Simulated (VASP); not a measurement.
Al:

```
Al
1.0
     0.00000    1.99744    1.99744
     1.99744    0.00000    1.99744
     1.99744    1.99744    0.00000
Al
1
Direct
  0.00000 0.00000 0.00000
```

Base run:

| Property | Result |
| --- | --- |
| Program | VASP 6.6.1 |
| Functional | b88 exchange, pbe correlation |
| Potentials or basis | VASP PAW PBE potentials, release 64 (Al) |
| Cutoff | 500 eV |
| k mesh | 11 × 11 × 11 |
| Occupations | fermi-dirac, width 0.05 eV |
| Spin | no spin polarisation |

Its results: band gap on the k mesh zero (an odd number of electrons rules out a gap without spin polarisation); pressure 3.5 GPa.

Task: The run is repeated on the same cell with these changes: functional from b88 exchange, pbe correlation to BHLYP; cutoff from 500 eV to 520 eV; k mesh from 11 × 11 × 11 to 6 × 6 × 6. What comes out?

Result: Band gap on the k mesh zero (an odd number of electrons rules out a gap without spin polarisation); pressure 4.2 GPa.

Several settings changed at once.

Caveats: some runs use coarse meshes; the PAW data sets were made with another functional, which shifts forces and pressure a little; the cell stands under pressure (at least some runs).
